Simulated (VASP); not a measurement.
# Zn2AsP3 (P1) in VASP: single point with PBEsol

Aim: the single point of Zn2AsP3 with PBEsol.

Program: VASP 6.6.1. These are calculated values, not measurements. Logs are shortened: lines on timing, memory, paths and dates and some standing lists are left out, and cuts for length are marked.

## (1) The cell of the first run

The typed cell holds 12 atoms: a = 3.715 Å, b = 7.490 Å, c = 8.203 Å, α = 90.15°, β = 89.45°, γ = 115.47°.

## (2) Single point, PBEsol

INCAR

```
SYSTEM = Zn2AsP3
ALGO     = Normal         ! electronic algorithm
EDIFF    = 1E-6           ! SCF threshold, eV
ENCUT    = 520            ! plane-wave cutoff, eV
GGA      = PS             ! functional
ISIF     = 2              ! what is computed and relaxed
ISMEAR   = -1             ! smearing method
LASPH    = .True.         ! aspherical terms in the spheres
LCHARG   = .False.        ! write CHGCAR
LREAL    = .False.        ! projectors in reciprocal space
LWAVE    = .False.        ! write WAVECAR
NBANDS   = 56             ! bands
NELM     = 100            ! most SCF steps
PREC     = Accurate       ! precision mode
SIGMA    = 0.05           ! smearing width, eV
```

KPOINTS

```
k-points
0
Gamma
  6 6 2
  0 0 0
```

POSCAR

```
Zn2AsP3
1.0
    3.7120921307      0.1382140600      0.0150651225
   -3.4700055044      6.6379274349     -0.0073432947
    0.0458321101      0.0090260523      8.2030683731
Zn As P
4 2 6
Direct
    0.2713329804      0.2822411096      0.8560303464
    0.7559051613      0.1886026654      0.1701212209
    0.2713032843      0.7822513724      0.8560411580
    0.7559220885      0.6885851717      0.1700932636
   -0.0394492266     -0.0219050747      0.5016799815
   -0.0394457711      0.4781104574      0.5016907412
    0.4272439008      0.3942250610      0.3112419964
    0.7411322833      0.2030113118      0.6762560740
   -0.1224772040     -0.0564987462     -0.0150776428
    0.4272277800      0.8942107894      0.3112339741
    0.7410962212      0.7030157414      0.6762683083
   -0.1224438460      0.4434885373     -0.0150882868
```

Potentials or basis: VASP PAW PBE potentials, release 64 (Zn, As, P).

The run is started by

```console
cat potpaw_PBE.64/Zn/POTCAR potpaw_PBE.64/As/POTCAR potpaw_PBE.64/P/POTCAR > POTCAR
mpirun -np 1 vasp_std > vasp.out
```

OUTCAR:

```text
SYSTEM = Zn2AsP3
   EDIFF = 1E-6
   ENCUT = 520
   GGA = PS
   ISIF = 2
   ISMEAR = -1
   LASPH = .True.
   LREAL = .False.
   NELM = 100
   PREC = Accurate

 ion  position               nearest neighbor table
   1  0.271  0.282  0.856-  12 2.31   8 2.34  12 2.49   8 2.53   9 2.55
   2  0.756  0.189  0.170-  10 2.32  12 2.33   9 2.56   7 2.58   7 2.60
   3  0.271  0.782  0.856-   9 2.31  11 2.34   9 2.49  11 2.53  12 2.55
   4  0.756  0.689  0.170-   7 2.32   9 2.33  12 2.56  10 2.58  10 2.60
   5  0.961  0.978  0.502-  11 2.35  10 2.40   8 2.59  10 2.59
   6  0.961  0.478  0.502-   8 2.35   7 2.40  11 2.59   7 2.59
   7  0.427  0.394  0.311-   4 2.32   6 2.40   2 2.58   6 2.59   2 2.60
   8  0.741  0.203  0.676-   1 2.34   6 2.35   1 2.53   5 2.59
   9  0.878  0.944  0.985-   3 2.31   4 2.33   3 2.49   1 2.55   2 2.56
  10  0.427  0.894  0.311-   2 2.32   5 2.40   4 2.58   5 2.59   4 2.60
  11  0.741  0.703  0.676-   3 2.34   5 2.35   3 2.53   6 2.59
  12  0.878  0.443  0.985-   1 2.31   2 2.33   1 2.49   3 2.55   4 2.56

  LATTYP: Found a triclinic cell.
 ALAT       =     3.7146948826
 B/A-ratio  =     1.8253097925
 C/A-ratio  =     2.2083109470
 COS(alpha) =     0.0024379009
 COS(beta)  =     0.0096796074
 COS(gamma) =     0.0728667573

  Lattice vectors:

 A1 = (   3.7120921307,   0.1382140600,   0.0150651225)
 A2 = (   0.2420866263,   6.7761414949,   0.0077218278)
 A3 = (   0.0458321101,   0.0090260523,   8.2030683731)

Analysis of symmetry for initial positions (statically):
=====================================================================
 Subroutine PRICEL returns:
 Original cell was already a primitive cell.

 Routine SETGRP: Setting up the symmetry group for a
 triclinic supercell.

 Subroutine GETGRP returns: Found  1 space group operations
 (whereof  1 operations were pure point group operations)
 out of a pool of  2 trial point group operations.

The static configuration has the point symmetry C_1 .

Analysis of symmetry for dynamics (positions and initial velocities):
=====================================================================
 Subroutine PRICEL returns:
 Original cell was already a primitive cell.

 Routine SETGRP: Setting up the symmetry group for a
 triclinic supercell.

 Subroutine GETGRP returns: Found  1 space group operations
 (whereof  1 operations were pure point group operations)
 out of a pool of  2 trial point group operations.
[... 129 lines left out ...]
   POTIM  = 0.5000    time-step for ionic-motion
   TEBEG  =    0.0;   TEEND  =   0.0 temperature during run
   PSTRESS=    0.0 pullay stress
   NELECT =      88.0000    total number of electrons
   NUPDOWN=      -1.0000    fix difference up-down
   EMIN   =  10.00;   EMAX   =-10.00  energy-range for DOS
   EFERMI =   0.00;   METHOD = LEGACY
   ISMEAR =    -1;   SIGMA  =   0.05  broadening in eV -4-tet -1-fermi 0-gaus
   EFERMI_NEDOS =   21; number of points for ismear=-14 and -15
   IALGO  =     38    algorithm
   IMIX   =      4    mixing-type and parameters
     AMIX     =   0.40;   BMIX     =  1.00
     AMIX_MAG =   1.60;   BMIX_MAG =  1.00
  volume/ion in A,a.u.               =      17.17       115.88
  Fermi-wavevector in a.u.,A,eV,Ry     =   1.232838  2.329726 20.679350  1.519889
  Thomas-Fermi vector in A             =   2.367592
   LORBIT       =      0    0 simple, 1 ext, 2 COOP (PROOUT), +10 PAW based schemes
   GGA     = PS    functional components
   LHFCALC =     F    Hartree Fock is set to
   AEXX    =    0.0000 exact exchange contribution
   IVDW    =     0    specifies the selected vdW correction
   LEPSILON=     F    determine dielectric tensor
   LRPA    =     F    only Hartree local field effects (RPA)
 non-spin polarized calculation
  energy-cutoff  :      520.00
  volume of cell :      206.06
 maximum number of plane-waves:      5596
   NGX = 13   NGY = 27   NGZ = 31

 number of electron      88.0000017 magnetization

 Free energy of the ion-electron system (eV)
  ---------------------------------------------------
  ext. energy  EPLUGINS =         0.00000000
  ---------------------------------------------------
  free energy    TOTEN  =       -50.37174697 eV

  energy without entropy =      -50.34986544  energy(sigma->0) =      -50.36080621

 E-fermi :   5.4392     XC(G=0): -10.8089

 val. band max:        5.4199109429   @ k =  -0.1667   0.1667   0.0000
 cond. band min:       5.4709291177   @ k =   0.1667   0.5000   0.0000
 fundamental gap:      0.0510181748
 Fermi energy:         5.4391656582

 k-point     1 :       0.0000    0.0000    0.0000
  band No.  band energies     occupation
      1      -9.0573      2.00000
      2      -7.3861      2.00000
      3      -6.5677      2.00000
      4      -6.3122      2.00000
      5      -5.7827      2.00000
      6      -5.1200      2.00000
[... 1405 lines left out ...]
     55       9.1129      0.00000
     56       9.3581      0.00000

 [... further k-points ...]

------------------------ aborting loop because EDIFF is reached ----------------------------------------

  FORCE on cell =-STRESS in cart. coord.  units (eV):
  Direction    XX          YY          ZZ          XY          YZ          ZX
  --------------------------------------------------------------------------------------
  -------------------------------------------------------------------------------------
  Total        0.3890372      0.3929303      0.3910832      0.0179095     -0.0267744      0.0389026
  in kB        3.0249101      3.0551803      3.0408184      0.1392529     -0.2081808      0.3024822
  external PRESSURE =       3.0403029 kB  Pullay stress =       0.0000000 kB

 VOLUME and BASIS-vectors are now :
 -----------------------------------------------------------------------------
  energy-cutoff  :      520.00
  volume of cell :      206.06
      direct lattice vectors                 reciprocal lattice vectors
     3.712092131  0.138214060  0.015065122     0.264253130  0.138137674 -0.001628429
    -3.470005504  6.637927435 -0.007343295    -0.005501578  0.147773313 -0.000131861
     0.045832110  0.009026052  8.203068373    -0.000490232 -0.000121408  0.121908476

 POSITION                                       TOTAL-FORCE (eV/Angst)
 -----------------------------------------------------------------------------------
      0.06707      1.91872      7.02409        -0.000006      0.000288      0.005727
      2.15933      1.35794      1.40552        -0.000084     -0.001293     -0.002208
     -1.66808      5.23775      7.02051        -0.000079      0.000214      0.005637
      0.42445      4.67679      1.40162        -0.000170     -0.001139     -0.002014
      0.19465      6.62981      4.12260         0.012776      0.025992     -0.000838
      1.92961      3.31095      4.12636         0.013003      0.025956     -0.000950
      0.23227      2.67870      2.55668        -0.012265     -0.015387     -0.001348
      2.07770      1.45611      5.55705        -0.002240     -0.027225     -0.000953
      0.02863      6.39307      8.08568         0.001611      0.017368     -0.000274
     -1.50274      5.99756      2.55294        -0.012045     -0.015058     -0.001338
      0.34254      4.77510      5.55348        -0.001989     -0.027192     -0.001148
      1.76380      3.07403      8.08926         0.001488      0.017477     -0.000293
 -----------------------------------------------------------------------------------
    total drift:                                0.002031      0.000733     -0.002336

  FREE ENERGIE OF THE ION-ELECTRON SYSTEM (eV)
  ---------------------------------------------------
  free  energy   TOTEN  =       -50.3717469740 eV

  energy  without entropy=      -50.3498654391  energy(sigma->0) =      -50.36080621
```

OSZICAR:

```text
N       E                     dE             d eps       ncg     rms          rms(c)
DAV:   1     0.652949686529E+03    0.65295E+03   -0.38138E+04  4480   0.176E+03
DAV:   2     0.337565945528E+02   -0.61919E+03   -0.59684E+03  4480   0.417E+02
DAV:   3    -0.481402514492E+02   -0.81897E+02   -0.79135E+02  5152   0.140E+02
DAV:   4    -0.519737166495E+02   -0.38335E+01   -0.37852E+01  5280   0.283E+01
DAV:   5    -0.520519086972E+02   -0.78192E-01   -0.78073E-01  5208   0.413E+00    0.134E+01
DAV:   6    -0.504081561608E+02    0.16438E+01   -0.72251E+00  5992   0.512E+01    0.964E+00
DAV:   7    -0.503989840050E+02    0.91722E-02   -0.26111E+00  5600   0.117E+01    0.451E+00
DAV:   8    -0.503755500519E+02    0.23434E-01   -0.14869E-01  5544   0.284E+00    0.106E+00
DAV:   9    -0.503723433122E+02    0.32067E-02   -0.37538E-02  5576   0.267E+00    0.296E-01
DAV:  10    -0.503717517224E+02    0.59159E-03   -0.55659E-03  5840   0.139E+00    0.151E-01
DAV:  11    -0.503717546594E+02   -0.29370E-05   -0.20054E-03  5424   0.422E-01    0.858E-02
DAV:  12    -0.503717573454E+02   -0.26860E-05   -0.58347E-04  6192   0.413E-01    0.284E-02
DAV:  13    -0.503717457824E+02    0.11563E-04   -0.93237E-05  6464   0.149E-01    0.184E-02
DAV:  14    -0.503717466646E+02   -0.88220E-06   -0.21888E-05  5952   0.336E-02    0.629E-03
DAV:  15    -0.503717469740E+02   -0.30932E-06   -0.42701E-06  4288   0.361E-02
   1 F= -.50371747E+02 E0= -.50360806E+02  d E =-.218815E-01
```

stdout:

```text
POSCAR found type information on POSCAR ZnAsP
 POSCAR found :  3 types and      12 ions
 scaLAPACK will be used
 -----------------------------------------------------------------------------
|                                                                             |
|                                                                             |
|     You enforced a specific xc type in the INCAR file but a different       |
|     I HOPE YOU KNOW WHAT YOU ARE DOING!                                     |
|                                                                             |
 -----------------------------------------------------------------------------

 LDA part: xc-table for (Slater+PW92), standard interpolation
 POSCAR, INCAR and KPOINTS ok, starting setup
 FFT: planning ... GRIDC
 FFT: planning ... GRID_SOFT
 FFT: planning ... GRID
 WAVECAR not read
 entering main loop
```

Wall time 8.8 min (1 thread of Intel Xeon Platinum 8259CL at 2.50GHz (Skylake/Cascade Lake), shared host); peak memory 0.52 GiB.

What came out:

| Quantity | Value |
| --- | --- |
| Free energy | -50.3717 eV |
| Pressure | 0.3 GPa |
| Largest force | 0.029 eV/Å |
| Band gap on the k mesh | zero (bands 44 and 45 overlap by 1.42 eV) |

Forces on the atoms (eV/Å):
```
Zn   0.000  0.000  0.006
Zn   0.000 -0.001 -0.002
Zn   0.000  0.000  0.006
Zn   0.000 -0.001 -0.002
As   0.013  0.026 -0.001
As   0.013  0.026 -0.001
P   -0.012 -0.015 -0.001
P   -0.002 -0.027 -0.001
P    0.002  0.017  0.000
P   -0.012 -0.015 -0.001
P   -0.002 -0.027 -0.001
P    0.001  0.017  0.000
```

Levels at points of the mesh, in eV from the Fermi level:
| k point | band 40 | band 41 | band 42 | band 43 | band 44 | band 45 | band 46 | band 47 | band 48 | band 49 |
| --- | --- | --- | --- | --- | --- | --- | --- | --- | --- | --- |
| (0.00, 0.00, 0.00) | -0.99 | -0.82 | -0.73 | -0.21 | -0.20 | 0.37 | 0.71 | 1.25 | 1.57 | 1.74 |
| (0.50, 0.00, 0.00) | -2.11 | -1.81 | -1.46 | -1.34 | -1.16 | -0.89 | -0.19 | 1.05 | 1.20 | 1.20 |
| (0.00, 0.50, 0.00) | -1.27 | -0.99 | -0.99 | -0.42 | -0.42 | 0.86 | 0.86 | 1.84 | 1.84 | 2.72 |
| (0.50, 0.50, 0.00) | -2.55 | -2.16 | -2.16 | -0.89 | -0.89 | 0.36 | 0.36 | 1.63 | 1.63 | 2.79 |
| (0.00, 0.00, 0.50) | -1.17 | -1.06 | -1.04 | 0.13 | 0.52 | 0.55 | 0.89 | 1.03 | 1.91 | 2.17 |
| (0.50, 0.00, 0.50) | -2.36 | -2.30 | -2.11 | -1.65 | -1.41 | 0.59 | 0.96 | 1.19 | 1.83 | 1.87 |
| (0.00, 0.50, 0.50) | -1.54 | -1.12 | -1.12 | -0.40 | -0.40 | 0.42 | 0.43 | 2.05 | 2.05 | 2.28 |
| (0.50, 0.50, 0.50) | -2.47 | -2.01 | -2.01 | -1.32 | -1.32 | 0.88 | 0.88 | 1.62 | 1.62 | 2.77 |

Caveat: the k points lie up to 0.38 Å⁻¹ apart, too coarse for converged energies and pressures of a metal; the PAW data sets were made with another functional, which shifts forces and pressure a little.
